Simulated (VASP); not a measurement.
Set up this calculation in VASP 6.6.1, as the native input.

| Quantity | Value |
| --- | --- |
| Task | single point |
| Functional | PBE |
| Potentials or basis | VASP PAW PBE potentials, release 64 (Cs_sv, Cl) |
| Cutoff | 400 eV |
| k mesh | 2 × 2 × 2 |
| Occupations | gaussian, width 0.05 eV |
| Spin | no spin polarisation |
| Dipole correction | no |
| Further INCAR settings | ALGO = Normal; EDIFF = 1e-06; NBANDS = 108 |

The structure of Cs11Cl12 (a cell with a defect) lies in POSCAR:

```
Cs11Cl12
1.0
   -4.2056484403      8.4112968807      4.2056484403
    4.2056484403      4.2056484403      8.4112968807
    4.2056484403      8.4112968807     -4.2056484403
Cs Cl
11 12
Direct
    0.5611533621      0.3333333333      0.2344381694
    0.6675507359      0.6648985281      0.0000000000
    0.8333333333      0.3333333333      0.5000000000
    0.9512587418      0.6388690563      0.2304409866
   -0.0008840693      0.0017681385      0.0000000000
    0.1055133046      0.3333333333      0.7655618306
    0.1585644829      0.6828710342      0.5000000000
    0.2567944648      0.0277976103      0.2304409866
    0.4098722018      0.6388690563      0.7695590134
    0.5081021838     -0.0162043676      0.5000000000
    0.7154079248      0.0277976103      0.7695590134
    0.9407471038      0.3333333333      0.1316034800
    0.2013560905      0.3333333333      0.3946104568
    0.2884326118      0.6839202723      0.1320955711
    0.4653105762      0.3333333333      0.6053895432
    0.5414813278      0.6649595993      0.3761990775
    0.6390195507      0.9827463944      0.1320955711
    0.7259195628      0.3333333333      0.8683965200
    0.7935590729      0.6649595993      0.6238009225
    0.8731075938      1.0017070674      0.3761990775
    0.0276471160      0.6839202723      0.8679044289
    0.1251853389      0.0017070674      0.6238009225
    0.3782340549     -0.0172536056      0.8679044289
```

This cell differs from its parent crystal: atoms taken out, then relaxed in part.

These files were run (other wordings do the same):

INCAR

```
ALGO = Normal ; EDIFF = 1E-6
ENCUT = 400 ; GGA = PE
GGA_COMPAT = F ; ISIF = 2
ISMEAR = 0 ; LASPH = T
LCHARG = F ; LREAL = F
LWAVE = F ; NBANDS = 108
NELM = 120 ; PREC = Accurate
SIGMA = 0.05
```

KPOINTS

```
k-points
0
Gamma
  2 2 2
```

Potentials or basis: VASP PAW PBE potentials, release 64 (Cs_sv, Cl).

Launch:

```sh
$ cat potpaw_PBE.64/Cs_sv/POTCAR potpaw_PBE.64/Cl/POTCAR > POTCAR
$ mpirun -np 1 vasp_std > vasp.out
```

Results of the run:

The pressure is 0.1 GPa and the largest force is 0.006 eV/Å. The band gap on the k mesh is zero (an odd number of electrons rules out a gap without spin polarisation).

Caveat: the k points lie up to 0.37 Å⁻¹ apart, too coarse for converged energies and pressures of a metal; the cell differs from its parent crystal (atoms taken out, then relaxed in part); spin-orbit coupling is left out, which moves the levels of the heavy elements; an odd number of electrons without spin polarisation forces a metal; a magnetic or distorted state may lie lower.

Wall time 9.3 min on 1 thread of Intel(R) Xeon(R) 6975P-C (Granite Rapids), on a shared host, peak memory 0.79 GiB.
